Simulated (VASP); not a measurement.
The system is LiH.

```
Li H
1.0
     0.00000    2.02308    2.02308
     2.02308    0.00000    2.02308
     2.02308    2.02308    0.00000
Li H
1 1
Direct
  0.00000 0.00000 0.00000
  0.50000 0.50000 0.50000
```

Base run:

- Program: VASP 6.6.1
- Functional: LDA
- Potentials or basis: VASP PAW LDA potentials, release 64 (Li_sv, H)
- Cutoff: 520 eV
- k mesh: 9 × 9 × 9
- Occupations: fermi-dirac, width 0.05 eV
- Spin: no spin polarisation

Its results: band gap on the k mesh 2.93 eV, direct.

Problem. The run is repeated on the same cell with these changes: k mesh from 9 × 9 × 9 to 11 × 11 × 11. What comes out?

Solution. Band gap on the k mesh 2.83 eV, direct.

A k mesh can miss the band edges.
